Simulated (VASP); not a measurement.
# Sb (Cmme) in VASP: a series of runs, part 2 of 2

VASP 6.6.1. Earlier steps stand in the parts before.

### Step 4. Relaxation of cell and atoms, PBE

Input file INCAR:

```
PREC     = Accurate       # precision mode
ENCUT    = 600            # plane-wave cutoff, eV
EDIFF    = 1E-6           # SCF threshold, eV
ISMEAR   = 0              # smearing method
SIGMA    = 0.1            # smearing width, eV
LREAL    = F              # projectors in reciprocal space
LASPH    = T              # aspherical terms in the spheres
NELM     = 80             # most SCF steps
ALGO     = Normal         # electronic algorithm
ISIF     = 3              # what is computed and relaxed
LWAVE    = F              # write WAVECAR
LCHARG   = F              # write CHGCAR
GGA      = PE             # functional
IBRION   = 2              # ionic algorithm
NSW      = 90             # ionic steps
EDIFFG   = -0.04          # ionic threshold
```

Input file KPOINTS:

```
Automatic mesh
0
Gamma
  6 6 4
```

Input file POSCAR:

```
Sb
1.0
    2.3915902300     -2.7403982200      0.0000000000
    2.3915902300      2.7403982200      0.0000000000
    0.0000000000      0.0000000000      4.5594594000
Sb
2
Direct
    0.7500000000      0.2500000000      0.8979857100
    0.2500000000      0.7500000000      0.1020142900
```

Potentials or basis: VASP PAW PBE potentials, release 64 (Sb).

Run with:

```bash
cat potpaw_PBE.64/Sb/POTCAR > POTCAR
mpirun -np 1 vasp_std > vasp.out
```

OUTCAR:

```text
PREC = Accurate
   ENCUT = 600
   EDIFF = 1E-6
   ISMEAR = 0
   LREAL = F
   LASPH = T
   NELM = 80
   ISIF = 3
   GGA = PE
   IBRION = 2
   NSW = 90
   EDIFFG = -0.04

 ion  position               nearest neighbor table
   1  0.750  0.250  0.898-   2 2.57   2 2.57   2 2.89   2 2.89
   2  0.250  0.750  0.102-   1 2.57   1 2.57   1 2.89   1 2.89

  LATTYP: Found a base centered orthorhombic cell.
 ALAT       =     4.7831804600
 B/A-ratio  =     1.1458477233
 C/A-ratio  =     0.9532275519

  Lattice vectors:

 A1 = (   2.3915902300,  -2.7403982200,   0.0000000000)
 A2 = (   2.3915902300,   2.7403982200,   0.0000000000)
 A3 = (   0.0000000000,   0.0000000000,   4.5594594000)

Analysis of symmetry for initial positions (statically):
=====================================================================
[... 863 lines left out ...]
  band No.  band energies     occupation
      1      -0.9747      2.00000
      2      -0.3260      2.00000
      3       3.9016      2.00000
      4       4.1934      2.00000
      5       6.4621      2.00000
      6       6.6329      2.00000
      7       9.4641      0.00000
      8      10.2507      0.00000
      9      15.1426      0.00000

 [... further k-points ...]

[... ionic steps 4 to 15 ...]

--------------------------------------- Ionic step       16  -------------------------------------------

 number of electron      10.0000000 magnetization

------------------------ aborting loop because EDIFF is reached ----------------------------------------
[... 67 lines left out ...]
--------------------------------------- Ionic step       18  -------------------------------------------

 number of electron      10.0000001 magnetization

 Free energy of the ion-electron system (eV)
  ---------------------------------------------------
  ext. energy  EPLUGINS =         0.00000000
  ---------------------------------------------------
  free energy    TOTEN  =        -7.75173321 eV

  energy without entropy =       -7.74491703  energy(sigma->0) =       -7.74832512

 E-fermi :   7.1662     XC(G=0):  -9.7124

 val. band max:        7.1333508003   @ k =   0.1667  -0.0000   0.5000
 cond. band min:       7.1692741105   @ k =   0.0000   0.0000   0.5000
 fundamental gap:      0.0359233103
 Fermi energy:         7.1661570916
[... 317 lines left out ...]
  FREE ENERGIE OF THE ION-ELECTRON SYSTEM (eV)
  ---------------------------------------------------
  free  energy   TOTEN  =        -7.7517332101 eV

  energy  without entropy=       -7.7449170270  energy(sigma->0) =       -7.74832512

 reached required accuracy - stopping structural energy minimisation
```

OSZICAR:

```text
N       E                     dE             d eps       ncg     rms          rms(c)
DAV:   1     0.449709710557E+02    0.44971E+02   -0.38509E+03   702   0.967E+02
DAV:   2    -0.464902874104E+01   -0.49620E+02   -0.48912E+02   950   0.134E+02
DAV:   3    -0.633600426486E+01   -0.16870E+01   -0.16787E+01   861   0.301E+01
DAV:   4    -0.635017903415E+01   -0.14175E-01   -0.14161E-01   908   0.327E+00
[... 139 lines left out ...]
       N       E                     dE             d eps       ncg     rms          rms(c)
DAV:   1    -0.775226543003E+01   -0.86094E-03   -0.18343E-02   727   0.766E-01    0.100E-01
DAV:   2    -0.775191019408E+01    0.35524E-03   -0.45188E-04   728   0.156E-01    0.574E-02
DAV:   3    -0.775173363772E+01    0.17656E-03   -0.42286E-04   726   0.109E-01    0.156E-02
DAV:   4    -0.775173321014E+01    0.42757E-06   -0.68798E-06   726   0.213E-02
  18 F= -.77517332E+01 E0= -.77483251E+01  d E =-.196980E-03
```

Run time: 2.2 min. Hardware: 1 thread of Intel Xeon Platinum 8488C (Sapphire Rapids), shared host; peak memory 0.19 GiB.

Results:

- Free energy: -7.7517 eV
- Relaxed volume: 29.74 Å³/atom
- Relaxed cell: a = 3.723 Å, b = 3.723 Å, c = 4.302 Å, α = 90.00°, β = 90.00°, γ = 94.20°
- Space group after relaxing (to 0.05 Å): Cmme (No. 67)
- Energy gained by relaxing: 719.3 meV/atom
- Ionic steps: 18
- Pressure after relaxing: -0.1 GPa
- Largest force after relaxing: 0.014 eV/Å
- Band gap on the k mesh: zero (band 5 reaches 8.79 eV, above the bottom of band 6 at 5.45 eV)

Forces in eV/Å, atoms in the order of the input:
```
Sb   0.000  0.000  0.014
Sb   0.000  0.000 -0.014
```

The path:
```tsv
step	energy change (eV)	largest force (eV/Å)	pressure (GPa)	volume (Å³)
1	0.0000	3.2209	20.36	59.76
2	-0.3552	0.5832	-6.85	96.74
3	-1.2910	0.3028	-1.92	74.89
4	-1.2963	0.3748	-1.46	74.14
5	-1.2976	0.4434	-1.01	73.47
6	-1.2975	0.4131	-1.20	73.76
7	-1.3322	0.4203	-0.53	71.74
8	-1.3395	0.4511	0.07	70.45
9	-1.3695	0.3375	-0.12	69.33
10	-1.4110	0.0840	-0.47	66.58
11	-1.4292	0.1015	-1.22	61.25
12	-1.3975	0.2783	3.83	55.32
13	-1.4361	0.0014	0.05	59.47
14	-1.4361	0.0021	0.10	59.40
15	-1.4381	0.0043	0.15	59.28
16	-1.4384	0.0066	0.18	59.22
17	-1.4383	0.0379	-0.34	59.82
18	-1.4386	0.0137	-0.06	59.48
```

Final structure:
```xyz
2
Lattice="2.5344 -2.7276 0.0000 2.5344 2.7276 0.0000 0.0000 0.0000 4.3022" Properties=species:S:1:pos:R:3 pbc="T T T"
Sb    2.5344   -1.3638    3.4899
Sb    2.5344    1.3638    0.8123
```

Caveat: spin-orbit coupling is left out, which moves the levels of the heavy elements.

### Step 5. Summary

| task | cell | cutoff (eV) | gap on the mesh (eV) | pressure (GPa) | largest force (eV/Å) |
| --- | --- | --- | --- | --- | --- |
| single point | a = 3.637, b = 3.637, c = 4.559 Å, angles 90.0, 90.0, 97.8°, 2 atoms | 520 | none | 20.4 | 3.22 |
| single point | a = 3.661, b = 3.661, c = 4.435 Å, angles 90.0, 90.0, 95.1°, 2 atoms | 520 | none | 0.0 | 0.01 |
| relaxation of cell and atoms | relaxed from a = 3.637, b = 3.637, c = 4.559 Å, angles 90.0, 90.0, 97.8°, 2 atoms | 600 | none | -0.1 | 0.01 |

Alike in all rows: level PBE; potentials or basis VASP PAW PBE potentials, release 64 (Sb); no spin polarisation; k mesh 6 × 6 × 4; smearing gaussian 0.1 eV.

Caveats: spin-orbit coupling is left out, which moves the levels of the heavy elements; forces of over 1 eV/Å act on the atoms, so gaps and moduli don't describe the material at rest (some runs).

Absolute energies hang on the potentials; compare differences alone.
